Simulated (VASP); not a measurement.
Here is a VASP 6.6.1 calculation.

File INCAR:

```
SYSTEM = Hf
PREC = Accurate
ENCUT = 520
EDIFF = 1E-6
ISMEAR = -1
SIGMA = 0.05
LREAL = .FALSE.
LASPH = .TRUE.
NELM = 100
ALGO = Normal
ISIF = 2
LWAVE = .FALSE.
LCHARG = .FALSE.
GGA = PS
NBANDS = 22
```

File KPOINTS:

```
regular mesh
0
G
  6 6 9
  0 0 0
```

POSCAR

```
Hf
1.0
    4.9623295440      0.0000000000      0.0000000000
   -2.4811647720      4.2975034470      0.0000000000
    0.0000000000      0.0000000000      3.0862322500
Hf
3
Direct
    0.0000000000      0.0000000000      0.0000000000
    0.3333333333      0.6666666667      0.5000000000
    0.6666666667      0.3333333333      0.5000000000
```

Potentials or basis: VASP PAW PBE potentials, release 64 (Hf_pv).

Launch:

```bash
$ cat potpaw_PBE.64/Hf_pv/POTCAR > POTCAR
$ mpirun -np 1 vasp_std > vasp.out
```

Problem. What does it give for the pressure?

Solution. -3.1 GPa.

Problem. Predict the band gap on the k mesh.

Solution. Zero (band 15 reaches 4.99 eV, above the bottom of band 16 at 4.11 eV).

Stress tensor (GPa, compression positive):
```
-3.27  0.00  0.00
 0.00 -3.27  0.00
 0.00  0.00 -2.65
```

Caveat: the PAW data sets were made with another functional, which shifts forces and pressure a little; spin-orbit coupling is left out, which moves the levels of the heavy elements.
